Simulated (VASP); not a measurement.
Here is a VASP 6.6.1 calculation.

INCAR

```
SYSTEM = Se
  PREC = Accurate
  ENCUT = 600
  EDIFF = 1E-6
  ISMEAR = 0
  SIGMA = 0.02
  LREAL = .False.
  LASPH = .True.
  NELM = 100
  ALGO = Normal
  ISIF = 3
  LWAVE = .False.
  LCHARG = .False.
  GGA = PE
  IBRION = 2
  NSW = 70
  EDIFFG = -0.005
```

KPOINTS

```
Automatic mesh
0
Gamma
  12 12 8
  0 0 0
```

POSCAR

```
Se
1.0
    4.0681465709      0.0000000000      0.0000000000
   -2.0340732855      3.5231182767      0.0000000000
    0.0000000000      0.0000000000      5.1277306261
Se
3
Direct
    0.2473450702      0.0000000000      0.3333333333
    0.0000000000      0.2473450702      0.6666666667
    0.7526549298      0.7526549298      0.0000000000
```

Potentials or basis: VASP PAW PBE potentials, release 64 (Se).

The run is started by

```console
$ cat potpaw_PBE.64/Se/POTCAR > POTCAR
$ mpirun -np 1 vasp_std > vasp.out
```

Question: Predict the relaxed volume.

Answer: 29.88 Å³/atom.

Question: What does it give for the space group after relaxing (to 0.1 Å)?

Answer: P3_121 (No. 152).

Question: What does it give for the relaxed cell?

Answer: a = 4.529 Å, b = 4.529 Å, c = 5.046 Å, α = 90.00°, β = 90.00°, γ = 120.00°.

Question: What does it give for the band gap on the k mesh?

Answer: 1.02 eV (least direct gap 1.24 eV).

Final structure:
```xyz
3
Lattice="4.5288 0.0000 0.0000 -2.2644 3.9221 0.0000 0.0000 0.0000 5.0465" Properties=species:S:1:pos:R:3 pbc="T T T"
Se   -1.2738    3.9221    1.6822
Se    4.0335    0.8579    3.3643
Se    1.7691    3.0642    0.0000
```

Caveat: the volume moved by over 15 % at a fixed basis, so the end points are rough. Zero-point motion and thermal expansion aren't in these numbers.
